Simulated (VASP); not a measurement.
# Te2Mo (P6_3/mmc) in VASP: further runs

Te2Mo is run at these levels: PBE; tasks: single point.

Everything below comes from runs of VASP 6.6.1. Logs are shortened: lines on timing, memory, paths and dates and some standing lists are left out, and cuts for length are marked.

## (1) The cell of the first run

Symmetry: P6_3/mmc, No. 194, hexagonal system. The conventional cell has a = 3.557 Å, b = 3.557 Å, c = 16.252 Å, α = 90.00°, β = 90.00°, γ = 120.00°. Within 3.7 Å of Te (site symmetry 3m) lie 3 Mo at 2.74 Å and 7 Te at 3.56 to 3.62 Å. Mo (site symmetry -6m2) has 6 Te at 2.74 Å and 6 Mo at 3.56 Å within 3.6 Å.

## (2) Single point, PBE

INCAR reads:

```
SYSTEM = Te2Mo
PREC = Accurate
ENCUT = 520
EDIFF = 1E-7
ISMEAR = 0
SIGMA = 0.02
LREAL = .False.
LASPH = .True.
NELM = 60
ALGO = Normal
ISIF = 2
LWAVE = .False.
LCHARG = .False.
GGA = PE
NBANDS = 35
```

KPOINTS reads:

```
Automatic mesh
0
Gamma
  12 12 2
  0 0 0
```

POSCAR reads:

```
Te2Mo
1.0
    3.5566632826      0.0000000000      0.0000000000
   -1.7783316413      3.0801607555      0.0000000000
    0.0000000000      0.0000000000     16.2515084743
Te Mo
4 2
Direct
    0.3333333333      0.6666666667      0.6387365311
    0.6666666667      0.3333333333      0.1387365311
    0.6666666667      0.3333333333      0.3612634689
    0.3333333333      0.6666666667      0.8612634689
    0.3333333333      0.6666666667      0.2500000000
    0.6666666667      0.3333333333      0.7500000000
```

Potentials or basis: VASP PAW PBE potentials, release 64 (Te, Mo_sv).

Started as:

```
> cat potpaw_PBE.64/Te/POTCAR potpaw_PBE.64/Mo_sv/POTCAR > POTCAR
> mpirun -np 1 vasp_std > vasp.out
```

OUTCAR:

```text
SYSTEM = Te2Mo
   PREC = Accurate
   ENCUT = 520
   EDIFF = 1E-7
   ISMEAR = 0
   LREAL = .False.
   LASPH = .True.
   NELM = 60
   ISIF = 2
   GGA = PE

 ion  position               nearest neighbor table
   1  0.333  0.667  0.639-   6 2.74   6 2.74   6 2.74   4 3.62
   2  0.667  0.333  0.139-   5 2.74   5 2.74   5 2.74   3 3.62
   3  0.667  0.333  0.361-   5 2.74   5 2.74   5 2.74   2 3.62
   4  0.333  0.667  0.861-   6 2.74   6 2.74   6 2.74   1 3.62
   5  0.333  0.667  0.250-   2 2.74   3 2.74   2 2.74   3 2.74   2 2.74   3 2.74
   6  0.667  0.333  0.750-   1 2.74   4 2.74   1 2.74   4 2.74   1 2.74   4 2.74

  LATTYP: Found a hexagonal cell.
 ALAT       =     3.5566632826
 C/A-ratio  =     4.5693131970

  Lattice vectors:

 A1 = (   3.5566632826,   0.0000000000,   0.0000000000)
 A2 = (  -1.7783316413,   3.0801607555,   0.0000000000)
 A3 = (   0.0000000000,   0.0000000000,  16.2515084743)

Analysis of symmetry for initial positions (statically):
=====================================================================
 Subroutine PRICEL returns:
 Original cell was already a primitive cell.

 Routine SETGRP: Setting up the symmetry group for a
 hexagonal supercell.

 Subroutine GETGRP returns: Found 24 space group operations
 (whereof 12 operations were pure point group operations)
 out of a pool of 24 trial point group operations.

The static configuration has the point symmetry D_3d.
 The point group associated with its full space group is D_6h.

Analysis of symmetry for dynamics (positions and initial velocities):
=====================================================================
 Subroutine PRICEL returns:
 Original cell was already a primitive cell.

 Routine SETGRP: Setting up the symmetry group for a
 hexagonal supercell.

 Subroutine GETGRP returns: Found 24 space group operations
 (whereof 12 operations were pure point group operations)
 out of a pool of 24 trial point group operations.

The dynamic configuration has the point symmetry D_3d.
 The point group associated with its full space group is D_6h.

 Subroutine INISYM returns: Found 24 space group operations
 (whereof 12 operations are pure point group operations),
 and found     1 'primitive' translations

----------------------------------------------------------------------------------------

[... 100 lines left out ...]
   EDIFF  = 0.1E-06   stopping-criterion for ELM
   LREAL  =      F    real-space projection
   EDIFFG = 0.1E-05   stopping-criterion for IOM
   NSW    =      0    number of steps for IOM
   IBRION =     -1    ionic relax: 0-MD 1-quasi-New 2-CG
   NFREE  =      0    steps in history (QN), initial steepest desc. (CG)
   ISIF   =      2    stress and relaxation
   ISYM   =      2    0-nonsym 1-usesym 2-fastsym
   POTIM  = 0.5000    time-step for ionic-motion
   TEBEG  =    0.0;   TEEND  =   0.0 temperature during run
   PSTRESS=    0.0 pullay stress
   NELECT =      52.0000    total number of electrons
   NUPDOWN=      -1.0000    fix difference up-down
   EMIN   =  10.00;   EMAX   =-10.00  energy-range for DOS
   EFERMI =   0.00;   METHOD = LEGACY
   ISMEAR =     0;   SIGMA  =   0.02  broadening in eV -4-tet -1-fermi 0-gaus
   EFERMI_NEDOS =   21; number of points for ismear=-14 and -15
   IALGO  =     38    algorithm
   IMIX   =      4    mixing-type and parameters
     AMIX     =   0.40;   BMIX     =  1.00
     AMIX_MAG =   1.60;   BMIX_MAG =  1.00
  volume/ion in A,a.u.               =      29.67       200.24
  Fermi-wavevector in a.u.,A,eV,Ry     =   1.086191  2.052602 16.052287  1.179810
  Thomas-Fermi vector in A             =   2.222322
   LORBIT       =      0    0 simple, 1 ext, 2 COOP (PROOUT), +10 PAW based schemes
   GGA     = PE    functional components
   LHFCALC =     F    Hartree Fock is set to
   AEXX    =    0.0000 exact exchange contribution
   IVDW    =     0    specifies the selected vdW correction
   LEPSILON=     F    determine dielectric tensor
   LRPA    =     F    only Hartree local field effects (RPA)
 non-spin polarized calculation
 Gauss-broadening in eV      SIGMA  =   0.02
  energy-cutoff  :      520.00
  volume of cell :      178.04
 maximum number of plane-waves:      4872
 NGX is ok and might be reduce to    28
   NGX = 13   NGY = 13   NGZ = 61

 number of electron      51.9999999 magnetization

 Free energy of the ion-electron system (eV)
  ---------------------------------------------------
  ext. energy  EPLUGINS =         0.00000000
  ---------------------------------------------------
  free energy    TOTEN  =       -36.07106357 eV

  energy without entropy =      -36.07106357  energy(sigma->0) =      -36.07106357

 E-fermi :   6.1803     XC(G=0):  -9.3254

 val. band max:        5.9681517376   @ k =   0.3333   0.3333   0.0000
 cond. band min:       7.0195594423   @ k =   0.3333   0.3333   0.0000
 fundamental gap:      1.0514077047
 Fermi energy:         6.1802814864

 k-point     1 :       0.0000    0.0000    0.0000
  band No.  band energies     occupation
      1     -54.7452      2.00000
      2     -54.7451      2.00000
      3     -28.8899      2.00000
      4     -28.8899      2.00000
      5     -28.7875      2.00000
      6     -28.7875      2.00000
[... 901 lines left out ...]
     34       9.5208      0.00000
     35      11.4768      0.00000

 [... further k-points ...]

------------------------ aborting loop because EDIFF is reached ----------------------------------------

  FORCE on cell =-STRESS in cart. coord.  units (eV):
  Direction    XX          YY          ZZ          XY          YZ          ZX
  --------------------------------------------------------------------------------------
  -------------------------------------------------------------------------------------
  Total       -0.0731621     -0.0731621     -0.0470580      0.0000000      0.0000000      0.0000000
  in kB       -0.6583954     -0.6583954     -0.4234817      0.0000000      0.0000000      0.0000000
  external PRESSURE =      -0.5800908 kB  Pullay stress =       0.0000000 kB

 VOLUME and BASIS-vectors are now :
 -----------------------------------------------------------------------------
  energy-cutoff  :      520.00
  volume of cell :      178.04
      direct lattice vectors                 reciprocal lattice vectors
     3.556663283  0.000000000  0.000000000     0.281162404  0.162329190  0.000000000
    -1.778331641  3.080160756  0.000000000     0.000000000  0.324658380  0.000000000
     0.000000000  0.000000000 16.251508474     0.000000000  0.000000000  0.061532750

 POSITION                                       TOTAL-FORCE (eV/Angst)
 -----------------------------------------------------------------------------------
     -0.00000      2.05344     10.38043         0.000000      0.000000     -0.011827
      1.77833      1.02672      2.25468         0.000000      0.000000     -0.011827
      1.77833      1.02672      5.87108         0.000000     -0.000000      0.011827
     -0.00000      2.05344     13.99683         0.000000     -0.000000      0.011827
     -0.00000      2.05344      4.06288        -0.000000      0.000000      0.000000
      1.77833      1.02672     12.18863        -0.000000      0.000000      0.000000
 -----------------------------------------------------------------------------------
    total drift:                                0.000000     -0.000000      0.000000

  FREE ENERGIE OF THE ION-ELECTRON SYSTEM (eV)
  ---------------------------------------------------
  free  energy   TOTEN  =       -36.0710635735 eV

  energy  without entropy=      -36.0710635735  energy(sigma->0) =      -36.07106357
```

OSZICAR:

```text
N       E                     dE             d eps       ncg     rms          rms(c)
DAV:   1     0.388799098746E+03    0.38880E+03   -0.26740E+04  3092   0.130E+03
DAV:   2    -0.145278053448E+02   -0.40333E+03   -0.38993E+03  3287   0.307E+02
DAV:   3    -0.367893537454E+02   -0.22262E+02   -0.21801E+02  3276   0.622E+01
DAV:   4    -0.374008255266E+02   -0.61147E+00   -0.60792E+00  3226   0.101E+01
DAV:   5    -0.374208769373E+02   -0.20051E-01   -0.20035E-01  3424   0.180E+00    0.204E+01
DAV:   6    -0.366702449082E+02    0.75063E+00   -0.65440E+00  2889   0.138E+01    0.864E+00
DAV:   7    -0.365301063195E+02    0.14014E+00   -0.54060E+00  2837   0.114E+01    0.619E+00
DAV:   8    -0.360778907731E+02    0.45222E+00   -0.97938E-01  2845   0.539E+00    0.236E+00
DAV:   9    -0.360781030433E+02   -0.21227E-03   -0.24406E-01  3089   0.223E+00    0.105E+00
DAV:  10    -0.360704172987E+02    0.76857E-02   -0.35812E-02  2887   0.111E+00    0.356E-01
DAV:  11    -0.360709113743E+02   -0.49408E-03   -0.20810E-03  2996   0.205E-01    0.205E-01
DAV:  12    -0.360710549579E+02   -0.14358E-03   -0.14724E-04  2926   0.518E-02    0.189E-01
DAV:  13    -0.360710497239E+02    0.52340E-05   -0.47441E-04  2783   0.109E-01    0.260E-02
DAV:  14    -0.360710564810E+02   -0.67571E-05   -0.30803E-05  3284   0.243E-02    0.220E-02
DAV:  15    -0.360710619745E+02   -0.54935E-05   -0.84772E-06  2791   0.132E-02    0.953E-03
DAV:  16    -0.360710632468E+02   -0.12723E-05   -0.23131E-06  2790   0.584E-03    0.272E-03
DAV:  17    -0.360710635487E+02   -0.30194E-06   -0.12122E-07  2381   0.143E-03    0.127E-03
DAV:  18    -0.360710635735E+02   -0.24835E-07   -0.69354E-09  1633   0.396E-04
   1 F= -.36071064E+02 E0= -.36071064E+02  d E =-.108897E-52
```

Run time: 6.4 min. Hardware: 1 thread of Intel Xeon Platinum 8488C (Sapphire Rapids), shared host; peak memory 0.41 GiB.

Results:

* Free energy: -36.0711 eV
* Pressure: -0.1 GPa
* Largest force: 0.012 eV/Å
* Band gap on the k mesh: 1.05 eV

Forces on the atoms (eV/Å):
```
Te   0.000  0.000 -0.012
Te   0.000  0.000 -0.012
Te   0.000  0.000  0.012
Te   0.000  0.000  0.012
Mo   0.000  0.000  0.000
Mo   0.000  0.000  0.000
```

Levels at points of the mesh, in eV from the valence-band top:
```tsv
k point	band 23	band 24	band 25	band 26	band 27	band 28	band 29	band 30
(0.00, 0.00, 0.00)	-0.89	-0.89	-0.67	-0.23	3.01	3.01	3.03	3.03
(0.50, 0.00, 0.00)	-0.75	-0.75	-0.36	-0.32	1.37	1.37	1.65	1.75
(0.00, 0.00, 0.50)	-0.90	-0.90	-0.37	-0.37	3.02	3.02	3.02	3.02
(0.50, 0.00, 0.50)	-0.75	-0.75	-0.34	-0.34	1.37	1.37	1.70	1.70
```

Caveat: spin-orbit coupling is left out, which moves the levels of the heavy elements; this functional lacks dispersion, which binds layers or chains, so the pressure and a relaxed spacing across them are unreliable.

## (3) Single point, PBE

This run uses another cell than the first one, of 18.13 Å³/atom.

INCAR reads:

```
PREC = Accurate
ENCUT = 520
EDIFF = 1E-7
ISMEAR = 0
SIGMA = 0.1
LREAL = False
LASPH = True
NELM = 60
ALGO = Normal
ISIF = 2
LWAVE = False
LCHARG = True
GGA = PE
LELF = True
LVHAR = True
NBANDS = 35
```

KPOINTS reads:

```
Automatic mesh
0
Gamma
  12 12 4
```

POSCAR reads:

```
Te2Mo
1.0
    3.1863708593      0.0000000000      0.0000000000
   -1.5931854296      2.7594781100      0.0000000000
    0.0000000000      0.0000000000     12.3740352594
Te Mo
4 2
Direct
    0.3333333333      0.6666666667      0.6007981017
    0.6666666667      0.3333333333      0.1007981017
    0.6666666667      0.3333333333      0.3992018983
    0.3333333333      0.6666666667      0.8992018983
    0.3333333333      0.6666666667      0.2500000000
    0.6666666667      0.3333333333      0.7500000000
```

Potentials or basis: VASP PAW PBE potentials, release 64 (Te, Mo_sv).

Started as:

```
> cat potpaw_PBE.64/Te/POTCAR potpaw_PBE.64/Mo_sv/POTCAR > POTCAR
> mpirun -np 1 vasp_std > vasp.out
```

OUTCAR:

```text
PREC = Accurate
   ENCUT = 520
   EDIFF = 1E-7
   ISMEAR = 0
   LREAL = False
   LASPH = True
   NELM = 60
   ISIF = 2
   GGA = PE

 ion  position               nearest neighbor table
   1  0.333  0.667  0.601-   6 2.61   6 2.61   6 2.61   3 3.10   3 3.10   3 3.10
   2  0.667  0.333  0.101-   5 2.61   5 2.61   5 2.61   4 3.10   4 3.10   4 3.10
   3  0.667  0.333  0.399-   5 2.61   5 2.61   5 2.61   1 3.10   1 3.10   1 3.10
   4  0.333  0.667  0.899-   6 2.61   6 2.61   6 2.61   2 3.10   2 3.10   2 3.10
   5  0.333  0.667  0.250-   2 2.61   3 2.61   2 2.61   3 2.61   2 2.61   3 2.61
   6  0.667  0.333  0.750-   1 2.61   4 2.61   1 2.61   4 2.61   1 2.61   4 2.61

  LATTYP: Found a hexagonal cell.
 ALAT       =     3.1863708593
 C/A-ratio  =     3.8834259431

  Lattice vectors:

 A1 = (   3.1863708593,   0.0000000000,   0.0000000000)
 A2 = (  -1.5931854296,   2.7594781100,   0.0000000000)
 A3 = (   0.0000000000,   0.0000000000,  12.3740352594)

Analysis of symmetry for initial positions (statically):
=====================================================================
 Subroutine PRICEL returns:
 Original cell was already a primitive cell.

[... 184 lines left out ...]
 fundamental gap:      0.0488676133
 Fermi energy:        13.6361798630

 k-point     1 :       0.0000    0.0000    0.0000
  band No.  band energies     occupation
      1     -47.4325      2.00000
      2     -47.4325      2.00000
      3     -21.8282      2.00000
      4     -21.8277      2.00000
      5     -21.3978      2.00000
      6     -21.3978      2.00000
[... 901 lines left out ...]
     34      18.0125      0.00000
     35      18.0624      0.00000

 [... further k-points ...]

------------------------ aborting loop because EDIFF is reached ----------------------------------------

  FORCE on cell =-STRESS in cart. coord.  units (eV):
  Direction    XX          YY          ZZ          XY          YZ          ZX
  --------------------------------------------------------------------------------------
  -------------------------------------------------------------------------------------
  Total       27.1250402     27.1250402     27.1388707      0.0000000      0.0000000      0.0000000
  in kB      399.4352135    399.4352135    399.6388773      0.0000000      0.0000000      0.0000000
  external PRESSURE =     399.5031014 kB  Pullay stress =       0.0000000 kB

 VOLUME and BASIS-vectors are now :
 -----------------------------------------------------------------------------
  energy-cutoff  :      520.00
  volume of cell :      108.80
      direct lattice vectors                 reciprocal lattice vectors
     3.186370859  0.000000000  0.000000000     0.313836664  0.181193682  0.000000000
    -1.593185430  2.759478110  0.000000000     0.000000000  0.362387365  0.000000000
     0.000000000  0.000000000 12.374035259     0.000000000  0.000000000  0.080814381

 POSITION                                       TOTAL-FORCE (eV/Angst)
 -----------------------------------------------------------------------------------
     -0.00000      1.83965      7.43430        -0.000000     -0.000000     -0.009505
      1.59319      0.91983      1.24728        -0.000000      0.000000     -0.009505
      1.59319      0.91983      4.93974        -0.000000      0.000000      0.009505
     -0.00000      1.83965     11.12676        -0.000000     -0.000000      0.009505
     -0.00000      1.83965      3.09351        -0.000000     -0.000000      0.000000
      1.59319      0.91983      9.28053         0.000000      0.000000      0.000000
 -----------------------------------------------------------------------------------
    total drift:                               -0.000000      0.000000     -0.000000

  FREE ENERGIE OF THE ION-ELECTRON SYSTEM (eV)
  ---------------------------------------------------
  free  energy   TOTEN  =       -32.0735671904 eV

  energy  without entropy=      -32.0673671187  energy(sigma->0) =      -32.07046715
```

stdout:

```text
POSCAR found type information on POSCAR TeMo
 POSCAR found :  2 types and       6 ions
 scaLAPACK will be used
 LDA part: xc-table for (Slater+PW92), standard interpolation
 POSCAR, INCAR and KPOINTS ok, starting setup
 FFT: planning ... GRIDC
 FFT: planning ... GRID_SOFT
 FFT: planning ... GRID
 WAVECAR not read
 entering main loop
```

Wall time 2.6 min (1 thread of AMD EPYC 9R45 (Zen 5), shared host); peak memory 0.31 GiB.

What came out:

| Quantity | Value |
| --- | --- |
| Free energy | -32.0736 eV |
| Pressure | 40.0 GPa |
| Largest force | 0.010 eV/Å |
| Band gap on the k mesh | zero (bands 26 and 27 overlap by 1.01 eV) |

Forces in eV/Å, atoms in the order of the input:
```
Te   0.000  0.000 -0.010
Te   0.000  0.000 -0.010
Te   0.000  0.000  0.010
Te   0.000  0.000  0.010
Mo   0.000  0.000  0.000
Mo   0.000  0.000  0.000
```

Levels at points of the mesh, in eV from the Fermi level:
```
           k point  band 22  band 23  band 24  band 25  band 26  band 27  band 28  band 29  band 30  band 31
(0.00, 0.00, 0.00)    -1.28    -1.13    -1.13    -0.08     0.48     3.07     3.07     3.12     3.12     3.78
(0.50, 0.00, 0.00)    -2.90    -2.12    -2.05    -1.39     0.25     1.12     1.59     1.70     2.13     2.23
(0.00, 0.00, 0.50)    -1.20    -1.20    -1.20     0.14     0.14     3.08     3.08     3.08     3.08     4.08
(0.50, 0.00, 0.50)    -3.22    -1.97    -1.97    -0.65    -0.65     1.58     1.58     1.61     1.61     3.23
```

Caveat: the cell stands under pressure; spin-orbit coupling is left out, which moves the levels of the heavy elements.

The gap in the log of VASP goes by the Fermi energy; the results here count the filled bands.